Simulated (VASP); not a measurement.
Input of a VASP 6.6.1 run:

The input INCAR:

```
PREC = Accurate ; ENCUT = 520
EDIFF = 1E-6 ; ISMEAR = 0
SIGMA = 0.1 ; LREAL = F
LASPH = T ; NELM = 100
ALGO = Normal ; ISIF = 2
LWAVE = F ; LCHARG = F
GGA = PE ; NBANDS = 31
```

KPOINTS

```
regular mesh
0
Gamma
  4 4 4
```

POSCAR

```
Ba3HfO
1.0
    5.4668582919      0.0000000000      0.0000000000
    0.0000000000      5.4668582919      0.0000000000
    0.0000000000      0.0000000000      5.4668582919
Ba Hf O
3 1 1
Direct
    0.5000000000      0.5000000000      0.0000000000
    0.5000000000      0.0000000000      0.5000000000
    0.0000000000      0.5000000000      0.5000000000
    0.0000000000      0.0000000000      0.0000000000
    0.5000000000      0.5000000000      0.5000000000
```

Potentials or basis: VASP PAW PBE potentials, release 64 (Ba_sv, Hf_pv, O).

Launch:

```bash
$ cat potpaw_PBE.64/Ba_sv/POTCAR potpaw_PBE.64/Hf_pv/POTCAR potpaw_PBE.64/O/POTCAR > POTCAR
$ mpirun -np 1 vasp_std > vasp.out
```

(1) What does it give for the pressure?

(2) What does it give for the band gap on the k mesh?

Results:

(1) 1.0 GPa.

(2) zero (band 23 reaches 3.06 eV, above the bottom of band 24 at 2.35 eV).

Caveat: spin-orbit coupling is left out, which moves the levels of the heavy elements.
